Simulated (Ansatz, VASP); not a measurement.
Bi2Te2O3: VASP beside Ansatz

```
CELL_PARAMETERS angstrom
2.23401 1.28980 10.45199
-2.23401 1.28980 10.45199
0.00000 -2.57961 10.45199
ATOMIC_POSITIONS crystal
Bi 0.78673 0.78673 0.78673
Bi 0.21327 0.21327 0.21327
Te 0.06582 0.06582 0.06582
Te 0.93418 0.93418 0.93418
O 0.00000 0.00000 0.00000
O 0.47717 0.47717 0.47717
O 0.52283 0.52283 0.52283
```

Alike in both runs: functional PBE; k mesh 3 × 3 × 3; occupations gaussian, width 0.15 eV; no spin polarisation.

Ansatz relaxed the structure, and its values are those at the end. VASP's run is a single point on that final structure, the one shown.

|  | VASP | Ansatz |
| --- | --- | --- |
| version | VASP 6.6.1 | Ansatz 0.2.0 |
| potentials or method | VASP PAW PBE potentials, release 64 (Bi_d, Te, O), cutoff 520 eV | scalar-relativistic, plane waves, PAW |
| valence electrons in the cell | 60 | 80 |

Ansatz gave:

* gap on the k mesh at the Fermi level (eV): none
* pressure (GPa): 0.1
* rms of the force components (eV/Å): 0.004

Question: Estimate VASP's values.

Answer: gap on the k mesh at the Fermi level (eV): none; pressure (GPa): 0.0; rms of the force components (eV/Å): 0.086.

A gap of «none» marks a metal or a gap that the smearing closes. VASP's potentials hold 60 valence electrons a cell and Ansatz's 80, so a difference there can come from the potentials and not from the codes.

The k mesh is coarse, so the values compare programs but aren't converged. Neither program's run includes spin-orbit coupling.
